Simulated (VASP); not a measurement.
Crystal: TaN.

```
CELL_PARAMETERS angstrom
3.05000 0.00000 0.00000
-1.52500 2.64138 0.00000
0.00000 0.00000 4.94000
ATOMIC_POSITIONS crystal
Ta 0.33333 0.66667 0.00000
Ta 0.66667 0.33333 0.50000
N 0.33333 0.66667 0.38500
N 0.66667 0.33333 0.88500
```

Base run:

| Item | Value |
| --- | --- |
| Program | VASP 6.6.1 |
| Functional | PBE |
| Potentials or basis | VASP PAW PBE potentials, release 64 (Ta_pv, N) |
| Cutoff | 520 eV |
| k mesh | 8 × 8 × 4 |
| Occupations | gaussian, width 0.05 eV |
| Spin | no spin polarisation |

Its results: band gap on the k mesh zero (band 16 reaches 11.00 eV, above the bottom of band 17 at 8.40 eV); pressure 140.4 GPa; largest force 2.330 eV/Å.

**Question.** The run is repeated on the same cell with these changes: occupations from gaussian, width 0.05 eV to gaussian, width 0.4 eV. What comes out?

**Answer.** Band gap on the k mesh zero (band 16 reaches 11.00 eV, above the bottom of band 17 at 8.40 eV); pressure 140.8 GPa; largest force 2.305 eV/Å.

Caveats: spin-orbit coupling is left out, which moves the levels of the heavy elements; forces of over 1 eV/Å act on the atoms, so gaps and moduli don't describe the material at rest.
